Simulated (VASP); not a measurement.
# Nb (Pm-3m) in VASP: further runs, part 2 of 2

VASP 6.6.1. Earlier steps stand in the parts before.

## Step 5: Single point, PBEsol

This run uses another cell than the first one, of 19.34 Å³/atom, 1.012 times its volume.

Input file INCAR:

```
SYSTEM = Nb
PREC     = Accurate       ! precision mode
ENCUT    = 500            ! plane-wave cutoff, eV
EDIFF    = 1E-6           ! SCF threshold, eV
ISMEAR   = 0              ! smearing method
SIGMA    = 0.1            ! smearing width, eV
LREAL    = .FALSE.        ! projectors in reciprocal space
LASPH    = .TRUE.         ! aspherical terms in the spheres
NELM     = 120            ! most SCF steps
ALGO     = Normal         ! electronic algorithm
ISIF     = 2              ! what is computed and relaxed
LWAVE    = .FALSE.        ! write WAVECAR
LCHARG   = .FALSE.        ! write CHGCAR
GGA      = PS             ! functional
NBANDS   = 12             ! bands
GGA_COMPAT= .FALSE.
```

Input file KPOINTS:

```
Automatic mesh
0
G
  20 20 20
  0 0 0
```

Input file POSCAR:

```
Nb
1.0
    2.6841113162      0.0000000000      0.0000000000
    0.0000000000      2.6841113162      0.0000000000
    0.0000000000      0.0000000000      2.6841113162
Nb
1
Direct
    0.0000000000      0.0000000000      0.0000000000
```

Potentials or basis: VASP PAW PBE potentials, release 64 (Nb_sv).

On the command line:

```
$ cat potpaw_PBE.64/Nb_sv/POTCAR > POTCAR
$ mpirun -np 1 vasp_std > vasp.out
```

OUTCAR:

```text
SYSTEM = Nb
   PREC = Accurate
   ENCUT = 500
   EDIFF = 1E-6
   ISMEAR = 0
   LREAL = .FALSE.
   LASPH = .TRUE.
   NELM = 120
   ISIF = 2
   GGA = PS

 ion  position               nearest neighbor table
   1  0.000  0.000  0.000-

  LATTYP: Found a simple cubic cell.
 ALAT       =     2.6841113162

  Lattice vectors:

 A1 = (   2.6841113162,   0.0000000000,   0.0000000000)
 A2 = (   0.0000000000,   2.6841113162,   0.0000000000)
 A3 = (   0.0000000000,   0.0000000000,   2.6841113162)

Analysis of symmetry for initial positions (statically):
=====================================================================
 Subroutine PRICEL returns:
 Original cell was already a primitive cell.

 Routine SETGRP: Setting up the symmetry group for a
 simple cubic supercell.

 Subroutine GETGRP returns: Found 48 space group operations
 (whereof 48 operations were pure point group operations)
 out of a pool of 48 trial point group operations.

The static configuration has the point symmetry O_h .

Analysis of symmetry for dynamics (positions and initial velocities):
=====================================================================
 Subroutine PRICEL returns:
 Original cell was already a primitive cell.

 Routine SETGRP: Setting up the symmetry group for a
 simple cubic supercell.

 Subroutine GETGRP returns: Found 48 space group operations
 (whereof 48 operations were pure point group operations)
 out of a pool of 48 trial point group operations.

The dynamic configuration has the point symmetry O_h .

 Subroutine INISYM returns: Found 48 space group operations
 (whereof 48 operations are pure point group operations),
 and found     1 'primitive' translations

----------------------------------------------------------------------------------------

                                     Primitive cell

  volume of cell :      19.3376

  direct lattice vectors                    reciprocal lattice vectors
     2.684111316  0.000000000  0.000000000     0.372562790  0.000000000  0.000000000
[... 108 lines left out ...]
   LORBIT       =      0    0 simple, 1 ext, 2 COOP (PROOUT), +10 PAW based schemes
   GGA     = PS    functional components
   LHFCALC =     F    Hartree Fock is set to
   AEXX    =    0.0000 exact exchange contribution
   IVDW    =     0    specifies the selected vdW correction
   LEPSILON=     F    determine dielectric tensor
   LRPA    =     F    only Hartree local field effects (RPA)
 non-spin polarized calculation
 Gauss-broadening in eV      SIGMA  =   0.10
  energy-cutoff  :      500.00
  volume of cell :       19.34
 maximum number of plane-waves:       508
 NGX is ok and might be reduce to    20
   NGX =  9   NGY =  9   NGZ =  9

 number of electron      12.9999998 magnetization

 Free energy of the ion-electron system (eV)
  ---------------------------------------------------
  ext. energy  EPLUGINS =         0.00000000
  ---------------------------------------------------
  free energy    TOTEN  =        -9.92387516 eV

  energy without entropy =       -9.91600049  energy(sigma->0) =       -9.91993783

 E-fermi :  10.1433     XC(G=0): -12.1501

 val. band max:       10.1398548475   @ k =   0.4000   0.2000   0.1500
 cond. band min:      10.1516509829   @ k =   0.3000   0.2000   0.0000
 fundamental gap:      0.0117961354
 Fermi energy:        10.1433018479

 k-point     1 :       0.0000    0.0000    0.0000
  band No.  band energies     occupation
      1     -44.3832      2.00000
      2     -19.6022      2.00000
      3     -19.6022      2.00000
      4     -19.6022      2.00000
      5       4.4640      2.00000
      6       7.2552      2.00000
      7       7.2552      2.00000
      8      15.5257      0.00000
      9      15.5257      0.00000
     10      15.5257      0.00000
     11      25.0819      0.00000
     12      25.0819      0.00000
[... 331 lines left out ...]
 k-point    24 :       0.2000    0.1000    0.0000
  band No.  band energies     occupation
      1     -44.2896      2.00000
      2     -20.1788      2.00000
      3     -19.7145      2.00000
      4     -19.5361      2.00000
      5       5.7615      2.00000
      6       7.8160      2.00000
      7       8.7117      2.00000
      8      13.5352      0.00000
      9      14.0813      0.00000
     10      15.2287      0.00000
     11      22.1773      0.00000
     12      25.5390      0.00000

 [... further k-points ...]
[... 5 lines left out ...]
  --------------------------------------------------------------------------------------
  -------------------------------------------------------------------------------------
  Total       -0.0211360     -0.0211360     -0.0211360     -0.0000000      0.0000000      0.0000000
  in kB       -1.7511882     -1.7511882     -1.7511882     -0.0000000      0.0000000      0.0000000
  external PRESSURE =      -1.7511882 kB  Pullay stress =       0.0000000 kB

 VOLUME and BASIS-vectors are now :
 -----------------------------------------------------------------------------
  energy-cutoff  :      500.00
  volume of cell :       19.34
      direct lattice vectors                 reciprocal lattice vectors
     2.684111316  0.000000000  0.000000000     0.372562790  0.000000000  0.000000000
     0.000000000  2.684111316  0.000000000     0.000000000  0.372562790  0.000000000
     0.000000000  0.000000000  2.684111316     0.000000000  0.000000000  0.372562790

 POSITION                                       TOTAL-FORCE (eV/Angst)
 -----------------------------------------------------------------------------------
      0.00000      0.00000      0.00000         0.000000      0.000000      0.000000
 -----------------------------------------------------------------------------------
    total drift:                               -0.000000     -0.000000     -0.000000

  FREE ENERGIE OF THE ION-ELECTRON SYSTEM (eV)
  ---------------------------------------------------
  free  energy   TOTEN  =        -9.9238751569 eV

  energy  without entropy=       -9.9160004948  energy(sigma->0) =       -9.91993783
```

OSZICAR:

```text
N       E                     dE             d eps       ncg     rms          rms(c)
DAV:   1     0.115734658782E+03    0.11573E+03   -0.71138E+03  6896   0.104E+03
DAV:   2    -0.531940178394E+01   -0.12105E+03   -0.11578E+03  7488   0.376E+02
DAV:   3    -0.995767165556E+01   -0.46383E+01   -0.44043E+01 10004   0.642E+01
DAV:   4    -0.102324866241E+02   -0.27481E+00   -0.27290E+00  9424   0.144E+01
DAV:   5    -0.102439116192E+02   -0.11425E-01   -0.11404E-01 10452   0.230E+00    0.707E+00
DAV:   6    -0.993971029070E+01    0.30420E+00   -0.51260E-01 10908   0.861E+00    0.267E+00
DAV:   7    -0.991831117607E+01    0.21399E-01   -0.12045E-01 11380   0.416E+00    0.941E-01
DAV:   8    -0.992380596432E+01   -0.54948E-02   -0.13306E-02  7628   0.147E+00    0.369E-02
DAV:   9    -0.992386784551E+01   -0.61881E-04   -0.10444E-03 11336   0.251E-01    0.605E-02
DAV:  10    -0.992387496917E+01   -0.71237E-05   -0.21146E-05  8108   0.388E-02    0.522E-02
DAV:  11    -0.992387535379E+01   -0.38462E-06   -0.33620E-05  8136   0.958E-02    0.738E-03
DAV:  12    -0.992387515691E+01    0.19689E-06   -0.24791E-07  5048   0.660E-03
   1 F= -.99238752E+01 E0= -.99199378E+01  d E =-.787466E-02
```

It used 51 s of CPU time on 1 thread of AMD EPYC 7R13 Processor (Zen 3), on a shared host.

Results:

```
Free energy : -9.9239 eV
Pressure    : -0.2 GPa
```

Levels at points of the mesh, in eV from the Fermi level:
| k point | band 3 | band 4 | band 5 | band 6 | band 7 | band 8 | band 9 | band 10 | band 11 | band 12 |
| --- | --- | --- | --- | --- | --- | --- | --- | --- | --- | --- |
| (0.00, 0.00, 0.00) | -29.75 | -29.75 | -5.68 | -2.89 | -2.89 | 5.38 | 5.38 | 5.38 | 14.94 | 14.94 |
| (0.50, 0.00, 0.00) | -29.59 | -29.59 | -2.53 | -1.95 | 0.62 | 1.94 | 1.94 | 5.74 | 10.18 | 13.53 |
| (0.50, 0.50, 0.00) | -31.12 | -29.45 | -4.27 | -1.02 | 2.66 | 2.66 | 6.01 | 6.01 | 7.72 | 14.43 |
| (0.50, 0.50, 0.50) | -30.90 | -30.90 | -2.62 | -2.62 | -2.62 | 7.37 | 7.96 | 7.96 | 12.80 | 12.80 |

Caveat: the PAW data sets were made with another functional, which shifts forces and pressure a little.

## Step 6: Summary

```csv
task,cell,k mesh,gap on the mesh (eV),pressure (GPa)
single point,"a = 2.674 Å, 1 atom",6 × 6 × 6,none,5.4
single point,"a = 2.708 Å, 1 atom",6 × 6 × 6,none,-0.6
relaxation of cell and atoms,"relaxed from a = 2.674 Å, 1 atom",6 × 6 × 6,none,-0.1
single point,"a = 2.684 Å, 1 atom",20 × 20 × 20,none,-0.2
```

Alike in all rows: level PBEsol; potentials or basis VASP PAW PBE potentials, release 64 (Nb_sv); no spin polarisation; cutoff (eV) 500; smearing gaussian 0.1 eV.

Caveats: some runs use coarse meshes; the PAW data sets were made with another functional, which shifts forces and pressure a little.

Total energies depend on the potentials used, so only differences within one code and one set of settings carry meaning.
